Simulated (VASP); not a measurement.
Set up this calculation in VASP 6.6.1, as the native input.

- Task: single point
- Functional: PBEsol
- Potentials or basis: VASP PAW PBE potentials, release 64 (Si, Ge_d)
- Cutoff: 520 eV
- k mesh: 6 × 6 × 6
- Occupations: gaussian, width 0.03 eV
- Spin: no spin polarisation
- Dipole correction: no
- Further INCAR settings: ALGO = Normal; EDIFF = 1e-06; NBANDS = 31

The structure of Si7Ge lies in POSCAR:

```
Si7Ge
1.0
    5.4591768144      0.0000000000      0.0000000000
    0.0000000000      5.7321356551      0.0000000000
    0.0000000000      0.0000000000      5.4591768144
Si Ge
7 1
Direct
    0.2525976817      0.2525976817      0.2525976817
    0.0000000000      0.5000000000      0.5000000000
    0.5000000000      0.5000000000      0.0000000000
    0.5000000000      0.0000000000      0.5000000000
    0.7474023183      0.2525976817      0.7474023183
    0.7474023183      0.7474023183      0.2525976817
    0.2525976817      0.7474023183      0.7474023183
    0.0000000000      0.0000000000      0.0000000000
```

This cell differs from its parent crystal: strain +0.0500 x Voigt [0, 1, 0, 0, 0, 0].

These files were run (other wordings do the same):

INCAR

```
ALGO = Normal
EDIFF = 1E-6
ENCUT = 520
GGA = PS
ISIF = 2
ISMEAR = 0
LASPH = True
LCHARG = True
LELF = True
LREAL = False
LVHAR = True
LWAVE = False
NBANDS = 31
NELM = 80
PREC = Accurate
SIGMA = 0.03
```

KPOINTS

```
k-points
0
Gamma
  6 6 6
```

Potentials or basis: VASP PAW PBE potentials, release 64 (Si, Ge_d).

Launch:

```console
$ cat potpaw_PBE.64/Si/POTCAR potpaw_PBE.64/Ge_d/POTCAR > POTCAR
$ mpirun -np 1 vasp_std > vasp.out
```

Results of the run:

| Quantity | Value |
| --- | --- |
| Pressure | -4.0 GPa |
| Largest force | 0.012 eV/Å |
| Band gap on the k mesh | 0.20 eV |

Caveat: the cell differs from its parent crystal (strain +0.0500 x Voigt [0, 1, 0, 0, 0, 0]); the cell stands under tension; the PAW data sets were made with another functional, which shifts forces and pressure a little.

Run time: 4.3 min on 1 thread of Intel Xeon 8259CL, on a shared host, peak memory 0.38 GiB.
